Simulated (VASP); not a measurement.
## Si8C7 (a cell with a defect): single point with PBE

Si8C7 (a cell with a defect):

```xyz
15
Lattice="0.0000 0.0000 -5.0743 3.0919 -5.3554 0.0000 -6.1839 0.0000 0.0000" Properties=species:S:1:pos:R:3 pbc="T T T"
Si   -1.5460   -0.8926   -2.6152
Si   -0.0105   -3.5763   -2.5458
Si   -4.6379   -0.8804   -2.5458
Si   -3.0814   -3.5763   -2.5458
Si    0.0402   -1.8083    0.0084
Si    1.5460   -4.4164    0.0084
Si   -3.1321   -1.8083    0.0084
Si   -1.5460   -4.4628    0.0106
C    -0.0111   -3.5767   -0.6319
C    -4.6379   -0.8798   -0.6319
C    -3.0809   -3.5767   -0.6319
C     0.0042   -1.7876   -3.1549
C     1.5460   -4.4580   -3.1549
C    -3.0962   -1.7876   -3.1549
C    -1.5460   -4.4628   -3.1619
```

This cell differs from its parent crystal: atoms taken out, then relaxed in part.

```yaml
Program: VASP 6.6.1
Task: single point
Functional: PBE
Potentials_or_basis: VASP PAW PBE potentials, release 64 (Si, C)
Cutoff: 520 eV
k_mesh: 2 × 2 × 2
Occupations: gaussian, width 0.01 eV
Spin: collinear spin
Starting_moments: "[0.25, 0.0, 0.0, 0.0, 0.25, 0.25, 0.25, 0.0, 0.0, 0.0, 0.0, 0.0, 0.0, 0.0, 0.0] μB"
```

| Quantity | Value |
| --- | --- |
| Largest force | 0.021 eV/Å |
| Net moment | 0.25 μB per cell |
| Site moments | Si -0.00, +0.00, +0.03 (each value once); C +0.00, -0.00 (each value once) μB |
| Valence electrons inside the program's atomic spheres | Si 1.58, 1.64, 1.60, 1.65 (each value once); C 2.51, 2.54 (each value once) |

Forces on the atoms (eV/Å):
```
Si   0.000  0.000 -0.014
Si  -0.003 -0.001 -0.003
Si   0.000  0.003 -0.003
Si   0.003 -0.001 -0.003
Si   0.003 -0.002  0.021
Si   0.000  0.004  0.021
Si  -0.003 -0.002  0.021
Si   0.000  0.000 -0.015
C    0.001  0.000 -0.006
C    0.000 -0.001 -0.006
C   -0.001  0.000 -0.006
C   -0.011  0.007 -0.002
C    0.000 -0.013 -0.002
C    0.011  0.007 -0.002
C    0.000  0.000  0.001
```

Levels at points of the mesh, in eV from the Fermi level:
Spin up:
```tsv
k point	band 25	band 26	band 27	band 28	band 29	band 30	band 31	band 32	band 33	band 34
(0.00, 0.00, 0.00)	-2.10	-2.10	-1.91	-1.16	-1.16	0.74	2.31	2.31	2.39	3.16
(0.50, 0.00, 0.00)	-2.23	-2.23	-2.22	-1.50	-1.50	1.52	2.43	2.43	2.68	2.78
(0.00, 0.50, 0.00)	-2.68	-2.51	-1.73	-1.41	-1.34	0.00	1.13	2.29	2.96	2.99
(0.50, 0.50, 0.00)	-2.67	-2.55	-2.42	-2.38	-1.91	-0.26	1.26	2.11	3.86	3.97
```
Spin down:
```csv
k point,band 26,band 27,band 28,band 29,band 30,band 31,band 32,band 33
"(0.00, 0.00, 0.00)",-2.09,-1.90,-1.15,-1.15,0.76,2.35,2.35,2.40
"(0.50, 0.00, 0.00)",-2.21,-2.18,-1.49,-1.49,1.55,2.49,2.49,2.71
"(0.00, 0.50, 0.00)",-2.49,-1.71,-1.34,-1.34,0.15,1.15,2.41,3.01
"(0.50, 0.50, 0.00)",-2.53,-2.41,-2.37,-1.84,-0.12,1.31,2.25,3.88
```

Run time: 4.3 min on 1 thread of Intel Xeon 8259CL, with other jobs on the host, peak memory 0.35 GiB.

Caveat: the k points lie up to 0.62 Å⁻¹ apart; the cell carries a net charge on a neutralising background, which shifts energy and pressure; the cell differs from its parent crystal (atoms taken out, then relaxed in part); the cell is charged against a uniform background, so pressure and absolute levels hang on convention.
